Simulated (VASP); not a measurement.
Write the native input for VASP 6.6.1 that does the following.

```
Task                   : relaxation of cell and atoms
Functional             : PBE
Potentials or basis    : VASP PAW PBE potentials, release 64 (Ga_d, N)
Cutoff                 : 600 eV
k mesh                 : 6 × 6 × 4
Occupations            : gaussian, width 0.1 eV
Spin                   : no spin polarisation
Dipole correction      : no
Further INCAR settings : ALGO = Normal; EDIFF = 1e-07; IBRION = 2; EDIFFG = -0.04; NSW = 90; ISIF = 3
```

The structure of GaN lies in POSCAR:

```
GaN
1.0
    3.1889304035      0.0000000000      0.0000000000
   -1.5944652018      2.7616947404      0.0000000000
    0.0000000000      0.0000000000      5.1923572500
Ga N
2 2
Direct
    0.6666666700      0.3333333300      0.4990837100
    0.3333333300      0.6666666700      0.9990837100
    0.6666666700      0.3333333300      0.8759162900
    0.3333333300      0.6666666700      0.3759162900
```

These files were run (other wordings do the same):

INCAR

```
PREC = Accurate
ENCUT = 600
EDIFF = 1E-7
ISMEAR = 0
SIGMA = 0.1
LREAL = False
LASPH = True
NELM = 60
ALGO = Normal
ISIF = 3
LWAVE = False
LCHARG = False
GGA = PE
IBRION = 2
NSW = 90
EDIFFG = -0.04
```

KPOINTS

```
regular mesh
0
Gamma
  6 6 4
```

Potentials or basis: VASP PAW PBE potentials, release 64 (Ga_d, N).

Launch:

```sh
$ cat potpaw_PBE.64/Ga_d/POTCAR potpaw_PBE.64/N/POTCAR > POTCAR
$ mpirun -np 1 vasp_std > vasp.out
```

It gave:

- Relaxed volume: 11.76 Å³/atom
- Relaxed cell: a = 3.219 Å, b = 3.219 Å, c = 5.241 Å, α = 90.00°, β = 90.00°, γ = 120.00°
- Space group after relaxing (to 0.05 Å): P6_3mc (No. 186)
- Energy gained by relaxing: 4.9 meV/atom
- Ionic steps: 3
- Pressure after relaxing: 0.0 GPa
- Band gap on the k mesh: 1.72 eV, direct

Run time: 2.3 min on 1 thread of AMD EPYC 7R13 (shared host), peak memory 0.17 GiB.
